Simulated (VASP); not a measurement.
Write the native input for VASP 6.6.1 that does the following.

- Task: single point
- Functional: PBEsol
- Potentials or basis: VASP PAW PBE potentials, release 64 (Ca_sv)
- Cutoff: 520 eV
- k mesh: 10 × 10 × 10
- Occupations: gaussian, width 0.1 eV
- Spin: no spin polarisation
- Dipole correction: no
- Further INCAR settings: ALGO = Fast; EDIFF = 1e-06; NBANDS = 11

The structure of Ca lies in POSCAR:

```
Ca
1.0
    3.5973628716      0.0000000000      0.0000000000
    0.0000000000      3.5973628716      0.0000000000
    0.0000000000      0.0000000000      3.5973628716
Ca
1
Direct
    0.0000000000      0.0000000000      0.0000000000
```

This cell differs from its parent crystal: strained.

One way to write it, as run:

INCAR

```
SYSTEM = Ca
PREC = Accurate
ENCUT = 520
EDIFF = 1E-6
ISMEAR = 0
SIGMA = 0.1
LREAL = .FALSE.
LASPH = .TRUE.
NELM = 60
ALGO = Fast
ISIF = 2
LWAVE = .FALSE.
LCHARG = .FALSE.
GGA = PS
NBANDS = 11
```

KPOINTS

```
regular mesh
0
G
  10 10 10
  0 0 0
```

Potentials or basis: VASP PAW PBE potentials, release 64 (Ca_sv).

Launch:

```bash
$ cat potpaw_PBE.64/Ca_sv/POTCAR > POTCAR
$ mpirun -np 1 vasp_std > vasp.out
```

It gave:

```
Pressure               : -1.2 GPa
Band gap on the k mesh : zero (band 5 reaches 2.15 eV, above the bottom of band 6 at 0.92 eV)
```

Caveat: the cell differs from its parent crystal (strained); the PAW data sets were made with another functional, which shifts forces and pressure a little.

Wall time 14 s on 1 thread of Intel(R) Xeon(R) Platinum 8488C (Sapphire Rapids), with other jobs on the host, peak memory 0.16 GiB.
